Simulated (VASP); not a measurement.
# Mo: single point with PBE

Mo:

```
Mo
1.0
    -3.14683    3.14683    3.14683
     3.14683   -3.14683    3.14683
     1.57342    1.57342   -1.57342
Mo
4
Cartesian
  -0.0092 0.1065 0.0306
  1.5617 -1.6283 1.5229
  -1.6330 1.5610 1.6121
  0.0170 -0.0690 3.1416
```

```yaml
Program: VASP 6.6.1
Task: single point
Functional: PBE
Potentials_or_basis: VASP PAW PBE potentials, release 64 (Mo_sv)
Cutoff: 520 eV
k_mesh: 4 × 4 × 8
Occupations: fermi-dirac, width 0.08 eV
Spin: no spin polarisation
Dipole_correction: no
Further_INCAR_settings: ALGO = Normal; EDIFF = 1e-07; NBANDS = 36
```

```yaml
Pressure: 5.1 GPa
Largest_force: 1.333 eV/Å
Band_gap_on_the_k_mesh: zero (bands 28 and 29 overlap by 2.23 eV)
```

Forces in eV/Å, atoms in the order of the input:
```
Mo  -0.072 -1.242 -0.477
Mo   0.012  0.153  0.550
Mo   0.394  0.580 -0.455
Mo  -0.334  0.509  0.382
```

Stress tensor (GPa, compression positive):
```
 4.72 -0.15  0.40
-0.15  5.71  0.24
 0.40  0.24  5.00
```

Levels at points of the mesh, in eV from the Fermi level:
```
           k point  band 24  band 25  band 26  band 27  band 28  band 29  band 30  band 31  band 32  band 33
(0.00, 0.00, 0.00)    -1.29    -1.24    -1.17     1.63     1.65     1.72     1.76     1.79     1.79     1.85
(0.50, 0.00, 0.00)    -2.30    -1.98    -1.68    -1.30    -1.01     0.93     1.00     1.17     1.24     1.46
(0.50, 0.50, 0.00)    -2.35    -1.90    -1.64    -1.29    -1.10     0.98     1.13     1.17     1.20     1.43
(0.00, 0.50, 0.00)    -2.33    -1.76    -1.58    -1.46    -1.29     1.05     1.10     1.20     1.30     1.45
(0.00, 0.00, 0.50)    -3.21     1.66     1.71     1.71     1.74     1.80     1.83     2.40     2.42     2.46
(0.50, 0.00, 0.50)    -2.66    -1.62    -1.53    -0.80    -0.52     0.35     0.48     1.16     1.71     2.64
(0.50, 0.50, 0.50)    -2.77    -1.65    -1.53    -0.70    -0.60     0.42     0.48     1.18     1.77     2.59
(0.00, 0.50, 0.50)    -2.72    -1.74    -1.47    -0.81    -0.66     0.56     0.65     1.13     1.89     2.42
```

Wall time 98 s on 1 thread of AMD EPYC 9R45 96-Core Processor (Zen 5), on a shared host, peak memory 0.21 GiB.

Caveat: the cell stands under pressure; forces of over 1 eV/Å act on the atoms, so gaps and moduli don't describe the material at rest.
